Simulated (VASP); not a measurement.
**Rb: single point with PBE**

Rb:

```
CELL_PARAMETERS angstrom
0.00000 3.63988 3.63988
3.63988 0.00000 3.63988
3.63988 3.63988 0.00000
ATOMIC_POSITIONS crystal
Rb 0.00000 0.00000 0.00000
```

```json
{
 "Program": "VASP 6.6.1",
 "Task": "single point",
 "Functional": "PBE",
 "Potentials or basis": "VASP PAW PBE potentials, release 64 (Rb_sv)",
 "Cutoff": "520 eV",
 "k mesh": "1 × 1 × 5",
 "Occupations": "gaussian, width 0.1 eV",
 "Spin": "no spin polarisation"
}
```

```yaml
Pressure: -0.7 GPa
```

Levels at points of the mesh, in eV from the Fermi level:
| k point | band 3 | band 4 | band 5 | band 6 | band 7 | band 8 |
| --- | --- | --- | --- | --- | --- | --- |
| (0.00, 0.00, 0.00) | -11.51 | -11.51 | -0.46 | 4.98 | 4.98 | 4.98 |

Run time: 9.6 s on 1 thread of Intel Xeon 8259CL, on a shared host, peak memory 0.22 GiB.

Caveat: the k points lie up to 1.49 Å⁻¹ apart.
